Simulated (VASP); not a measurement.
Wanted: the native input for a VASP 6.6.1 run.

| Property | Result |
| --- | --- |
| Task | single point |
| Functional | PBEsol |
| Potentials or basis | VASP PAW PBE potentials, release 64 (In_d, Sb) |
| Cutoff | 520 eV |
| k mesh | 12 × 12 × 12 |
| Occupations | gaussian, width 0.15 eV |
| Spin | no spin polarisation |
| Dipole correction | no |
| Further INCAR settings | ALGO = Normal; EDIFF = 1e-06; NBANDS = 16 |

The structure of InSb lies in POSCAR:

```
InSb
1.0
    0.0000000000      3.2876865000      3.1419270000
    3.2876865000      0.0000000000      3.1419270000
    3.2876865000      3.2876865000      0.0000000000
In Sb
1 1
Direct
    0.0000000000      0.0000000000      0.0000000000
    0.7500000000      0.7500000000      0.7500000000
```

This cell differs from its parent crystal: strain +0.015 along x and y, -0.030 along z.

The input as run:

INCAR

```
SYSTEM = InSb
PREC = Accurate ; ENCUT = 520
EDIFF = 1E-6 ; ISMEAR = 0
SIGMA = 0.15 ; LREAL = .False.
LASPH = .True. ; NELM = 60
ALGO = Normal ; ISIF = 2
LWAVE = .False. ; LCHARG = .False.
GGA = PS ; NBANDS = 16
```

KPOINTS

```
Automatic mesh
0
Gamma
  12 12 12
  0 0 0
```

Potentials or basis: VASP PAW PBE potentials, release 64 (In_d, Sb).

Run with:

```bash
$ cat potpaw_PBE.64/In_d/POTCAR potpaw_PBE.64/Sb/POTCAR > POTCAR
$ mpirun -np 1 vasp_std > vasp.out
```

Results of the run:

| Item | Value |
| --- | --- |
| Pressure | 0.9 GPa |

Caveat: the cell differs from its parent crystal (strain +0.015 along x and y, -0.030 along z); the PAW data sets were made with another functional, which shifts forces and pressure a little.

Wall time 4.2 min on 1 thread of Intel Xeon 8259CL, with other jobs on the host, peak memory 0.34 GiB.
